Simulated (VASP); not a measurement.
# TiC (Fm-3m) in VASP: relaxation of cell and atoms with PBE

Aim: the relaxation of cell and atoms of TiC with PBE.

All numbers are computed with VASP 6.6.1; they aren't measurements. Logs are shortened: lines on timing, memory, paths and dates and some standing lists are left out, and cuts for length are marked.

### 1 The cell of the first run

It takes space group Fm-3m (No. 225, cubic). The conventional cell has a = 4.333 Å, b = 4.333 Å, c = 4.333 Å, α = 90.00°, β = 90.00°, γ = 90.00°. Ti (site symmetry m-3m) has 6 C at 2.17 Å within 2.9 Å. C (site symmetry m-3m) has 6 Ti at 2.17 Å within 2.9 Å.

### 2 Relaxation of cell and atoms, PBE

INCAR

```
PREC = Accurate ; ENCUT = 600
EDIFF = 1E-7 ; ISMEAR = 0
SIGMA = 0.1 ; LREAL = F
LASPH = T ; NELM = 60
ALGO = Normal ; ISIF = 3
LWAVE = F ; LCHARG = F
GGA = PE ; IBRION = 2
NSW = 100 ; EDIFFG = -0.01
```

KPOINTS

```
regular mesh
0
Gamma
  22 22 22
```

POSCAR

```
TiC
1.0
    0.0000000000      2.1667067855      2.1667067855
    2.1667067855      0.0000000000      2.1667067855
    2.1667067855      2.1667067855      0.0000000000
Ti C
1 1
Direct
    0.0000000000      0.0000000000      0.0000000000
    0.5000000000      0.5000000000      0.5000000000
```

Potentials or basis: VASP PAW PBE potentials, release 64 (Ti_sv, C).

Run with:

```sh
> cat potpaw_PBE.64/Ti_sv/POTCAR potpaw_PBE.64/C/POTCAR > POTCAR
> mpirun -np 1 vasp_std > vasp.out
```

OUTCAR:

```text
PREC = Accurate
   ENCUT = 600
   EDIFF = 1E-7
   ISMEAR = 0
   LREAL = F
   LASPH = T
   NELM = 60
   ISIF = 3
   GGA = PE
   IBRION = 2
   NSW = 100
   EDIFFG = -0.01

 ion  position               nearest neighbor table
   1  0.000  0.000  0.000-   2 2.17   2 2.17   2 2.17   2 2.17   2 2.17   2 2.17
   2  0.500  0.500  0.500-   1 2.17   1 2.17   1 2.17   1 2.17   1 2.17   1 2.17

  LATTYP: Found a face centered cubic cell.
 ALAT       =     4.3334135710

  Lattice vectors:

 A1 = (   0.0000000000,   2.1667067855,   2.1667067855)
 A2 = (   2.1667067855,   0.0000000000,   2.1667067855)
 A3 = (   2.1667067855,   2.1667067855,   0.0000000000)

Analysis of symmetry for initial positions (statically):
=====================================================================
 Subroutine PRICEL returns:
 Original cell was already a primitive cell.

 Routine SETGRP: Setting up the symmetry group for a
 face centered cubic supercell.

 Subroutine GETGRP returns: Found 48 space group operations
 (whereof 48 operations were pure point group operations)
 out of a pool of 48 trial point group operations.

The static configuration has the point symmetry O_h .

Analysis of symmetry for dynamics (positions and initial velocities):
=====================================================================
 Subroutine PRICEL returns:
 Original cell was already a primitive cell.

 Routine SETGRP: Setting up the symmetry group for a
 face centered cubic supercell.

 Subroutine GETGRP returns: Found 48 space group operations
 (whereof 48 operations were pure point group operations)
 out of a pool of 48 trial point group operations.

The dynamic configuration has the point symmetry O_h .

 Subroutine INISYM returns: Found 48 space group operations
 (whereof 48 operations are pure point group operations),
 and found     1 'primitive' translations

----------------------------------------------------------------------------------------

                                     Primitive cell

  volume of cell :      20.3437

  direct lattice vectors                    reciprocal lattice vectors
     0.000000000  2.166706786  2.166706786    -0.230764958  0.230764958  0.230764958
     2.166706786  0.000000000  2.166706786     0.230764958 -0.230764958  0.230764958
     2.166706786  2.166706786  0.000000000     0.230764958  0.230764958 -0.230764958

  length of vectors
     3.064186122  3.064186122  3.064186122     0.399696632  0.399696632  0.399696632

  position of ions in fractional coordinates (direct lattice)
     0.000000000  0.000000000  0.000000000
     0.500000000  0.500000000  0.500000000

  ion indices of the primitive-cell ions
   primitive index   ion index
                 1           1
                 2           2

----------------------------------------------------------------------------------------

 KPOINTS: regular mesh

Automatic generation of k-mesh.
 Grid dimensions read from file:
 generate k-points for:   22   22   22

 Generating k-lattice:

  Cartesian coordinates                     Fractional coordinates (reciprocal lattice)
    -0.010489316  0.010489316  0.010489316     0.045454545  0.000000000  0.000000000
     0.010489316 -0.010489316  0.010489316     0.000000000  0.045454545  0.000000000
     0.010489316  0.010489316 -0.010489316     0.000000000  0.000000000  0.045454545

  Length of vectors
     0.018168029  0.018168029  0.018168029

  Shift w.r.t. Gamma in fractional coordinates (k-lattice)
     0.000000000  0.000000000  0.000000000

 Subroutine IBZKPT returns following result:
 ===========================================

 Found    328 irreducible k-points:

 Following reciprocal coordinates:
            Coordinates               Weight
  0.000000  0.000000  0.000000      1.000000
  0.045455  0.000000  0.000000      8.000000
  0.090909  0.000000  0.000000      8.000000
  0.136364  0.000000  0.000000      8.000000
  0.181818  0.000000  0.000000      8.000000
  0.227273  0.000000  0.000000      8.000000
[... 16 lines left out ...]
  0.500000  0.045455  0.000000     24.000000
 -0.454545  0.045455  0.000000     24.000000
 [... further k-points ...]
   k-points           NKPTS =    328   k-points in BZ     NKDIM =    328   number of bands    NBANDS=     12
   number of dos      NEDOS =    301   number of ions     NIONS =      2
   total plane-waves  NPLWV =  13824
   dimension x,y,z NGX =    24 NGY =   24 NGZ =   24
   dimension x,y,z NGXF=    48 NGYF=   48 NGZF=   48
   ions per type =               1   1
   NGX,Y,Z   is equivalent  to a cutoff of  13.02, 13.02, 13.02 a.u.
   NGXF,Y,Z  is equivalent  to a cutoff of  26.04, 26.04, 26.04 a.u.
 SYSTEM =  unknown system
   PREC   = accura    normal or accurate (medium, high low for compatibility)
   ISTART =      0    job   : 0-new  1-cont  2-samecut
   ICHARG =      2    charge: 1-file 2-atom 10-const
   ISPIN  =      1    spin polarized calculation?
   LNONCOLLINEAR =      F non collinear calculations
   LSORBIT =      F    spin-orbit coupling
   LASPH  =      T    aspherical Exc in radial PAW
   ENCUT  =  600.0 eV  44.10 Ry    6.64 a.u.   6.12  6.12  6.12*2*pi/ulx,y,z
   NELM   =     60;   NELMIN=  2; NELMDL= -5     # of ELM steps
   EDIFF  = 0.1E-06   stopping-criterion for ELM
   LREAL  =      F    real-space projection
   EDIFFG = -.1E-01   stopping-criterion for IOM
   NSW    =    100    number of steps for IOM
   IBRION =      2    ionic relax: 0-MD 1-quasi-New 2-CG
   NFREE  =      1    steps in history (QN), initial steepest desc. (CG)
   ISIF   =      3    stress and relaxation
   ISYM   =      2    0-nonsym 1-usesym 2-fastsym
   POTIM  = 0.5000    time-step for ionic-motion
   TEBEG  =    0.0;   TEEND  =   0.0 temperature during run
   PSTRESS=    0.0 pullay stress
   NELECT =      16.0000    total number of electrons
   NUPDOWN=      -1.0000    fix difference up-down
   EMIN   =  10.00;   EMAX   =-10.00  energy-range for DOS
   EFERMI =   0.00;   METHOD = LEGACY
   ISMEAR =     0;   SIGMA  =   0.10  broadening in eV -4-tet -1-fermi 0-gaus
   EFERMI_NEDOS =   21; number of points for ismear=-14 and -15
   IALGO  =     38    algorithm
   IMIX   =      4    mixing-type and parameters
     AMIX     =   0.40;   BMIX     =  1.00
     AMIX_MAG =   1.60;   BMIX_MAG =  1.00
  volume/ion in A,a.u.               =      10.17        68.64
  Fermi-wavevector in a.u.,A,eV,Ry     =   1.511140  2.855640 31.069501  2.283544
  Thomas-Fermi vector in A             =   2.621237
   LORBIT       =      0    0 simple, 1 ext, 2 COOP (PROOUT), +10 PAW based schemes
   GGA     = PE    functional components
   LHFCALC =     F    Hartree Fock is set to
   AEXX    =    0.0000 exact exchange contribution
   IVDW    =     0    specifies the selected vdW correction
   LEPSILON=     F    determine dielectric tensor
   LRPA    =     F    only Hartree local field effects (RPA)
 conjugate gradient relaxation of ions
 non-spin polarized calculation
 Gauss-broadening in eV      SIGMA  =   0.10
  energy-cutoff  :      600.00
  volume of cell :       20.34
 maximum number of plane-waves:       700
   NGX = 13   NGY = 13   NGZ = 13

 number of electron      16.0000000 magnetization

 Free energy of the ion-electron system (eV)
  ---------------------------------------------------
  ext. energy  EPLUGINS =         0.00000000
  ---------------------------------------------------
  free energy    TOTEN  =       -18.71076760 eV

  energy without entropy =      -18.70940731  energy(sigma->0) =      -18.71008745

 E-fermi :   9.3903     XC(G=0): -12.6906

 val. band max:        9.3743689345   @ k =   0.4545   0.4091   0.0000
 cond. band min:       9.3995288573   @ k =   0.3636   0.3182   0.0455
 fundamental gap:      0.0251599228
 Fermi energy:         9.3903483211

 k-point     1 :       0.0000    0.0000    0.0000
  band No.  band energies     occupation
      1     -47.1973      2.00000
      2     -23.2227      2.00000
      3     -23.2227      2.00000
      4     -23.2227      2.00000
      5      -2.9936      2.00000
      6      10.0888      0.00000
      7      10.0888      0.00000
      8      10.0888      0.00000
      9      11.0717      0.00000
     10      11.0717      0.00000
     11      11.0717      0.00000
     12      11.1055      0.00000

 k-point     2 :       0.0455    0.0000    0.0000
  band No.  band energies     occupation
      1     -47.1959      2.00000
      2     -23.2330      2.00000
      3     -23.2236      2.00000
      4     -23.2236      2.00000
      5      -2.9471      2.00000
      6       9.8323      0.00000
      7      10.0093      0.00000
      8      10.0093      0.00000
      9      10.5148      0.00000
     10      10.5148      0.00000
     11      11.2180      0.00000
     12      11.8101      0.00000

 k-point     3 :       0.0909    0.0000    0.0000
  band No.  band energies     occupation
      1     -47.1917      2.00000
      2     -23.2632      2.00000
      3     -23.2265      2.00000
      4     -23.2265      2.00000
      5      -2.8083      2.00000
      6       9.2754      1.89588
      7       9.5511      0.02297
      8       9.5511      0.02297
      9      10.4130      0.00000
     10      10.4130      0.00000
     11      11.4649      0.00000
     12      12.5714      0.00000
[... 286 lines left out ...]
 k-point    23 :       0.5000    0.0455    0.0000
  band No.  band energies     occupation
      1     -47.1245      2.00000
      2     -23.7111      2.00000
      3     -23.2765      2.00000
      4     -23.2728      2.00000
      5       0.4426      2.00000
      6       3.6337      2.00000
      7       6.4997      2.00000
      8       6.5427      2.00000
      9      12.2483      0.00000
     10      12.3146      0.00000
     11      13.4530      0.00000
     12      17.2602      0.00000

 k-point    24 :      -0.4545    0.0455    0.0000
  band No.  band energies     occupation
      1     -47.1250      2.00000
      2     -23.7079      2.00000
      3     -23.2783      2.00000
      4     -23.2704      2.00000
      5       0.3951      2.00000
      6       3.6905      2.00000
      7       6.5309      2.00000
      8       6.5363      2.00000
      9      12.2453      0.00000
     10      12.2852      0.00000
     11      13.4248      0.00000
     12      17.1643      0.00000

 [... further k-points ...]

------------------------ aborting loop because EDIFF is reached ----------------------------------------

  FORCE on cell =-STRESS in cart. coord.  units (eV):
  Direction    XX          YY          ZZ          XY          YZ          ZX
  --------------------------------------------------------------------------------------
  -------------------------------------------------------------------------------------
  Total        0.0036935      0.0036935      0.0036935      0.0000000     -0.0000000      0.0000000
  in kB        0.2908849      0.2908849      0.2908849      0.0000000     -0.0000000      0.0000000
  external PRESSURE =       0.2908849 kB  Pullay stress =       0.0000000 kB

 VOLUME and BASIS-vectors are now :
 -----------------------------------------------------------------------------
  energy-cutoff  :      600.00
  volume of cell :       20.34
      direct lattice vectors                 reciprocal lattice vectors
     0.000000000  2.166706786  2.166706786    -0.230764958  0.230764958  0.230764958
     2.166706786  0.000000000  2.166706786     0.230764958 -0.230764958  0.230764958
     2.166706786  2.166706786  0.000000000     0.230764958  0.230764958 -0.230764958

 POSITION                                       TOTAL-FORCE (eV/Angst)
 -----------------------------------------------------------------------------------
      0.00000      0.00000      0.00000         0.000000      0.000000      0.000000
      2.16671      2.16671      2.16671        -0.000000     -0.000000     -0.000000
 -----------------------------------------------------------------------------------
    total drift:                                0.000000     -0.000000     -0.000000

  FREE ENERGIE OF THE ION-ELECTRON SYSTEM (eV)
  ---------------------------------------------------
  free  energy   TOTEN  =       -18.7107675998 eV

  energy  without entropy=      -18.7094073077  energy(sigma->0) =      -18.71008745

 reached required accuracy - stopping structural energy minimisation
```

Run time: 2.4 min. Hardware: 1 thread of Intel Xeon 8259CL, shared host; peak memory 0.23 GiB.

What came out:

| Item | Value |
| --- | --- |
| Free energy | -18.7108 eV |
| Pressure after relaxing | 0.0 GPa |
| Band gap on the k mesh | zero (bands 8 and 9 overlap by 1.10 eV) |

Final structure:
```yaml
crystal:
  lattice:
    - [0.00000, 2.16671, 2.16671]
    - [2.16671, 0.00000, 2.16671]
    - [2.16671, 2.16671, 0.00000]
  atoms:
    - { symbol: Ti, position: [0.00000, 0.00000, 0.00000] }
    - { symbol: C, position: [0.50000, 0.50000, 0.50000] }
```

Caveat: the relaxation stopped at its first step, so nothing moved.

The gap in the log of VASP goes by the Fermi energy; the results here count the filled bands.